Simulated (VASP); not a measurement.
# AlNi (Cmmm) in VASP: a series of runs

The runs below take AlNi through single point, with PBEsol.

Everything below comes from runs of VASP 6.6.1. Logs are shortened: lines on timing, memory, paths and dates and some standing lists are left out, and cuts for length are marked.

## Step 1: The cell of the first run

It takes space group Cmmm (No. 65, orthorhombic). The conventional cell has a = 3.649 Å, b = 3.676 Å, c = 3.500 Å, α = 90.00°, β = 90.00°, γ = 90.00°. Al (site symmetry mmm) has 8 Ni at 2.53 to 2.54 Å and 4 Al at 2.59 Å within 3.3 Å. Ni (site symmetry mmm) has 8 Al at 2.53 to 2.54 Å and 4 Ni at 2.59 Å within 3.3 Å.

## Step 2: Single point, PBEsol

INCAR

```
SYSTEM = AlNi
ALGO = Fast
EDIFF = 1E-6
ENCUT = 520
GGA = PS
ISIF = 2
ISMEAR = 0
LASPH = .True.
LCHARG = .False.
LREAL = .False.
LWAVE = .False.
NBANDS = 14
NELM = 60
PREC = Accurate
SIGMA = 0.15
```

KPOINTS

```
k-points
0
Gamma
  20 20 18
  0 0 0
```

POSCAR

```
AlNi
1.0
    1.8243809030     -1.8380223024      0.0000000000
    1.8243809030      1.8380223024      0.0000000000
    0.0000000000      0.0000000000      3.5000104054
Al Ni
1 1
Direct
    0.0000000000      0.0000000000      0.0000000000
    0.5000000000      0.5000000000      0.5000000000
```

Potentials or basis: VASP PAW PBE potentials, release 64 (Al, Ni).

The run is started by

```
> cat potpaw_PBE.64/Al/POTCAR potpaw_PBE.64/Ni/POTCAR > POTCAR
> mpirun -np 1 vasp_std > vasp.out
```

OUTCAR:

```text
SYSTEM = AlNi
   EDIFF = 1E-6
   ENCUT = 520
   GGA = PS
   ISIF = 2
   ISMEAR = 0
   LASPH = .True.
   LREAL = .False.
   NELM = 60
   PREC = Accurate

 ion  position               nearest neighbor table
   1  0.000  0.000  0.000-   2 2.53   2 2.53   2 2.53   2 2.53   2 2.54   2 2.54   2 2.54   2 2.54

   2  0.500  0.500  0.500-   1 2.53   1 2.53   1 2.53   1 2.53   1 2.54   1 2.54   1 2.54   1 2.54

  LATTYP: Found a base centered orthorhombic cell.
 ALAT       =     3.6487618060
 B/A-ratio  =     1.0074772759
 C/A-ratio  =     0.9592323620

  Lattice vectors:

 A1 = (   1.8243809030,  -1.8380223024,   0.0000000000)
 A2 = (   1.8243809030,   1.8380223024,   0.0000000000)
 A3 = (   0.0000000000,   0.0000000000,   3.5000104054)

Analysis of symmetry for initial positions (statically):
=====================================================================
 Subroutine PRICEL returns:
 Original cell was already a primitive cell.

 Routine SETGRP: Setting up the symmetry group for a
 base centered orthorhombic supercell.

 Subroutine GETGRP returns: Found  8 space group operations
 (whereof  8 operations were pure point group operations)
 out of a pool of  8 trial point group operations.

The static configuration has the point symmetry D_2h.

Analysis of symmetry for dynamics (positions and initial velocities):
=====================================================================
 Subroutine PRICEL returns:
 Original cell was already a primitive cell.

 Routine SETGRP: Setting up the symmetry group for a
 base centered orthorhombic supercell.

 Subroutine GETGRP returns: Found  8 space group operations
 (whereof  8 operations were pure point group operations)
 out of a pool of  8 trial point group operations.

The dynamic configuration has the point symmetry D_2h.

 Subroutine INISYM returns: Found  8 space group operations
 (whereof  8 operations are pure point group operations),
 and found     1 'primitive' translations

----------------------------------------------------------------------------------------

                                     Primitive cell

  volume of cell :      23.4728

  direct lattice vectors                    reciprocal lattice vectors
     1.824380903 -1.838022302  0.000000000     0.274065574 -0.272031520  0.000000000
     1.824380903  1.838022302  0.000000000     0.274065574  0.272031520  0.000000000
     0.000000000  0.000000000  3.500010405     0.000000000  0.000000000  0.285713436

  length of vectors
     2.589728106  2.589728106  3.500010405     0.386151637  0.386151637  0.285713436
[... 93 lines left out ...]
   NUPDOWN=      -1.0000    fix difference up-down
   EMIN   =  10.00;   EMAX   =-10.00  energy-range for DOS
   EFERMI =   0.00;   METHOD = LEGACY
   ISMEAR =     0;   SIGMA  =   0.15  broadening in eV -4-tet -1-fermi 0-gaus
   EFERMI_NEDOS =   21; number of points for ismear=-14 and -15
   IALGO  =     68    algorithm
   IMIX   =      4    mixing-type and parameters
     AMIX     =   0.40;   BMIX     =  1.00
     AMIX_MAG =   1.60;   BMIX_MAG =  1.00
  volume/ion in A,a.u.               =      11.74        79.20
  Fermi-wavevector in a.u.,A,eV,Ry     =   1.344417  2.540580 24.591955  1.807458
  Thomas-Fermi vector in A             =   2.472413
   LORBIT       =      0    0 simple, 1 ext, 2 COOP (PROOUT), +10 PAW based schemes
   GGA     = PS    functional components
   LHFCALC =     F    Hartree Fock is set to
   AEXX    =    0.0000 exact exchange contribution
   IVDW    =     0    specifies the selected vdW correction
   LEPSILON=     F    determine dielectric tensor
   LRPA    =     F    only Hartree local field effects (RPA)
 non-spin polarized calculation
 RMM-DIIS sequential band-by-band and
 Gauss-broadening in eV      SIGMA  =   0.15
  energy-cutoff  :      520.00
  volume of cell :       23.47
 maximum number of plane-waves:       652
   NGX =  9   NGY =  9   NGZ = 13

 number of electron      13.0000001 magnetization

 Free energy of the ion-electron system (eV)
  ---------------------------------------------------
  ext. energy  EPLUGINS =         0.00000000
  ---------------------------------------------------
  free energy    TOTEN  =       -11.35813821 eV

  energy without entropy =      -11.34492986  energy(sigma->0) =      -11.35153404

 E-fermi :  10.1659     XC(G=0): -12.2624

 val. band max:       10.1642212653   @ k =   0.4500   0.2000   0.2222
 cond. band min:      10.1674115323   @ k =  -0.1000   0.1000   0.1111
 fundamental gap:      0.0031902670
 Fermi energy:        10.1658684236

 k-point     1 :       0.0000    0.0000    0.0000
  band No.  band energies     occupation
      1      -1.2059      2.00000
      2       6.3923      2.00000
      3       6.8441      2.00000
      4       8.5259      2.00000
      5       8.5428      2.00000
      6       9.1360      2.00000
      7       9.8835      1.99223
      8      14.7857      0.00000
      9      19.4662      0.00000
     10      19.6694      0.00000
     11      19.7012      0.00000
     12      26.5517      0.00000
     13      30.2506      0.00000
     14      30.2621      0.00000
[... 377 lines left out ...]
      1       1.5081      2.00000
      2       6.4228      2.00000
      3       6.9839      2.00000
      4       7.1358      2.00000
      5       8.5000      2.00000
      6       8.6142      2.00000
      7      10.7979      0.00000
      8      13.5940      0.00000
      9      15.9957      0.00000
     10      20.1977      0.00000
     11      21.2882      0.00000
     12      22.5096      0.00000
     13      26.5530      0.00000
     14      27.3963      0.00000

 [... further k-points ...]

------------------------ aborting loop because EDIFF is reached ----------------------------------------

  FORCE on cell =-STRESS in cart. coord.  units (eV):
  Direction    XX          YY          ZZ          XY          YZ          ZX
  --------------------------------------------------------------------------------------
  -------------------------------------------------------------------------------------
  Total        1.1720318      1.0637450     -1.1492891     -0.0000000      0.0000000      0.0000000
  in kB       79.9989604     72.6076692    -78.4466240     -0.0000000      0.0000000      0.0000000
  external PRESSURE =      24.7200019 kB  Pullay stress =       0.0000000 kB

 VOLUME and BASIS-vectors are now :
 -----------------------------------------------------------------------------
  energy-cutoff  :      520.00
  volume of cell :       23.47
      direct lattice vectors                 reciprocal lattice vectors
     1.824380903 -1.838022302  0.000000000     0.274065574 -0.272031520  0.000000000
     1.824380903  1.838022302  0.000000000     0.274065574  0.272031520  0.000000000
     0.000000000  0.000000000  3.500010405     0.000000000  0.000000000  0.285713436

 POSITION                                       TOTAL-FORCE (eV/Angst)
 -----------------------------------------------------------------------------------
      0.00000      0.00000      0.00000        -0.000000      0.000000      0.000000
      1.82438      0.00000      1.75001         0.000000     -0.000000      0.000000
 -----------------------------------------------------------------------------------
    total drift:                                0.000000      0.000000      0.000000

  FREE ENERGIE OF THE ION-ELECTRON SYSTEM (eV)
  ---------------------------------------------------
  free  energy   TOTEN  =       -11.3581382081 eV

  energy  without entropy=      -11.3449298621  energy(sigma->0) =      -11.35153404
```

stdout:

```text
POSCAR found type information on POSCAR AlNi
 POSCAR found :  2 types and       2 ions
 scaLAPACK will be used
 -----------------------------------------------------------------------------
|                                                                             |
|                                                                             |
|     You enforced a specific xc type in the INCAR file but a different       |
|     I HOPE YOU KNOW WHAT YOU ARE DOING!                                     |
|                                                                             |
 -----------------------------------------------------------------------------

 LDA part: xc-table for (Slater+PW92), standard interpolation
 POSCAR, INCAR and KPOINTS ok, starting setup
 FFT: planning ... GRIDC
 FFT: planning ... GRID_SOFT
 FFT: planning ... GRID
 WAVECAR not read
 entering main loop
WARNING in EDDRMM: call to ZHEGV failed, returncode =   6  3     14
WARNING in EDDRMM: call to ZHEGV failed, returncode =   8  4     13
WARNING in EDDRMM: call to ZHEGV failed, returncode =   6  3     14
WARNING in EDDRMM: call to ZHEGV failed, returncode =   8  4     14
```

Run time: 2.3 min. Hardware: 1 thread of Intel Xeon 6975P-C (Granite Rapids), shared host; peak memory 0.45 GiB.

What came out:

```
Free energy            : -11.3581 eV
Pressure               : 2.5 GPa
Band gap on the k mesh : zero (an odd number of electrons rules out a gap without spin polarisation)
```

Caveat: the stress differs along the axes, from -8 to 8 GPa; the PAW data sets were made with another functional, which shifts forces and pressure a little. Spin polarisation is off, so any magnetic state and its effect on volume and gap are missing.

## Step 3: Single point, PBEsol

This run uses another cell than the first one, of the same volume but with other edges.

INCAR

```
PREC     = Accurate       # precision mode
ENCUT    = 520            # plane-wave cutoff, eV
EDIFF    = 1E-6           # SCF threshold, eV
ISMEAR   = 0              # smearing method
SIGMA    = 0.15           # smearing width, eV
LREAL    = F              # projectors in reciprocal space
LASPH    = T              # aspherical terms in the spheres
NELM     = 80             # most SCF steps
ALGO     = Fast           # electronic algorithm
ISIF     = 2              # what is computed and relaxed
LWAVE    = F              # write WAVECAR
LCHARG   = T              # write CHGCAR
GGA      = PS             # functional
LELF     = T              # ELF
LVHAR    = T            
NBANDS   = 14             # bands
```

KPOINTS

```
regular mesh
0
Gamma
  20 20 18
```

POSCAR

```
AlNi
1.0
    1.8780696935     -1.8921125388      0.0000000000
    1.8780696935      1.8921125388      0.0000000000
    0.0000000000      0.0000000000      3.3027595847
Al Ni
1 1
Direct
    0.0000000000      0.0000000000      0.0000000000
    0.5000000000      0.5000000000      0.5000000000
```

Potentials or basis: VASP PAW PBE potentials, release 64 (Al, Ni).

The run is started by

```
> cat potpaw_PBE.64/Al/POTCAR potpaw_PBE.64/Ni/POTCAR > POTCAR
> mpirun -np 1 vasp_std > vasp.out
```

Wall time 2.6 min (1 thread of Intel Xeon 6975P-C (Granite Rapids), shared host); peak memory 0.45 GiB.

The run converged. Its results:

```yaml
Free_energy: -11.4677 eV
Pressure: 1.5 GPa
Band_gap_on_the_k_mesh: zero (an odd number of electrons rules out a gap without spin polarisation)
```

Stress tensor (GPa, compression positive):
```
 5.55  0.00  0.00
 0.00  4.39  0.00
 0.00  0.00 -5.56
```

Levels at points of the mesh, in eV from the Fermi level:
```tsv
k point	band 3	band 4	band 5	band 6	band 7	band 8	band 9	band 10	band 11	band 12
(0.00, 0.00, 0.00)	-3.30	-1.68	-1.66	-1.19	1.13	5.89	8.29	8.33	8.99	15.50
(0.50, 0.00, 0.00)	-3.13	-2.85	-1.93	-1.53	-0.15	6.24	7.24	8.33	11.66	12.88
(0.50, 0.50, 0.00)	-2.67	-2.67	-1.97	-1.83	-0.71	2.70	3.86	9.81	12.27	12.42
(0.00, 0.00, 0.50)	-3.09	-1.95	-1.93	-1.71	-1.17	8.62	11.99	12.00	12.19	12.23
(0.50, 0.00, 0.50)	-3.62	-2.77	-1.89	-1.76	-1.50	1.35	1.85	14.73	15.78	16.01
(0.50, 0.50, 0.50)	-4.06	-1.37	-0.70	1.78	2.29	2.42	3.71	3.80	4.12	6.02
```

Caveat: the stress differs along the axes, from -6 to 6 GPa; the PAW data sets were made with another functional, which shifts forces and pressure a little. Spin polarisation is off, so any magnetic state and its effect on volume and gap are missing.
